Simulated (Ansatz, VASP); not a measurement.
## TaN in VASP and in Ansatz

```xyz
4
Lattice="3.0480 0.0000 0.0000 -1.5240 2.6396 0.0000 0.0000 0.0000 4.8688" Properties=species:S:1:pos:R:3 pbc="T T T"
Ta    0.0000    0.0000    0.0000
Ta    0.0000    0.0000    2.4344
N     0.0000    1.7598    1.2172
N     1.5240    0.8799    3.6516
```

Change from the starting cell: zz strain of -1 %, crystal datasets.

Alike in both runs: task electric field gradients; functional PBEsol; k mesh 9 × 9 × 5; occupations fermi-dirac, width 0.01 eV; no spin polarisation.

|  | VASP | Ansatz |
| --- | --- | --- |
| version | VASP 6.6.1 | Ansatz 0.2.0 |
| potentials or method | VASP PAW PBE potentials, release 64 (Ta_pv, N), cutoff 520 eV | all-electron PAW with datasets made for the crystal, scalar-relativistic |

Ansatz gave:

- pressure (GPa): 54.5
- traceless stress, the component that is largest in VASP (GPa): 58.53
- size of Vzz on the site where it differs most (V/Å²): 194.3

Task: What did VASP give for the same quantities?

Result: Pressure (GPa): 56.9; traceless stress, the component that is largest in VASP (GPa): 59.46; size of Vzz on the site where it differs most (V/Å²): 173.7.

VASP's potentials were made for PBE, not for PBEsol. Both programs put the cell under a high pressure, so it lies far from rest at this level. Ansatz ran all-electron here, and VASP with PAW potentials.

Spin-orbit coupling is off throughout.
